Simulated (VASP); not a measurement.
A run of VASP 6.6.1 is set up as follows.

INCAR

```
ALGO = Normal ; EDIFF = 1E-6
ENCUT = 520 ; GGA = PE
ISIF = 2 ; ISMEAR = -1
IVDW = 12 ; LASPH = True
LCHARG = False ; LREAL = False
LWAVE = False ; NBANDS = 16
NELM = 100 ; PREC = Accurate
SIGMA = 0.05
```

KPOINTS

```
k-points
0
Gamma
  7 7 7
```

File POSCAR:

```
HgTe
1.0
    0.0000000000      3.1710554852      3.1710554852
    3.1710554852      0.0000000000      3.1710554852
    3.1710554852      3.1710554852      0.0000000000
Hg Te
1 1
Direct
    0.0000000000      0.0000000000      0.0000000000
    0.7500000000      0.7500000000      0.7500000000
```

Potentials or basis: VASP PAW PBE potentials, release 64 (Hg, Te).

The run is started by

```sh
$ cat potpaw_PBE.64/Hg/POTCAR potpaw_PBE.64/Te/POTCAR > POTCAR
$ mpirun -np 1 vasp_std > vasp.out
```

(1) What does it give for the pressure?

(2) What does it give for the band gap on the k mesh?

Results:

(1) 5.0 GPa.

(2) zero (filled and empty bands touch).

Caveat: spin-orbit coupling is left out, which moves the levels of the heavy elements; pairwise dispersion overbinds metals, which lowers pressure and volume.
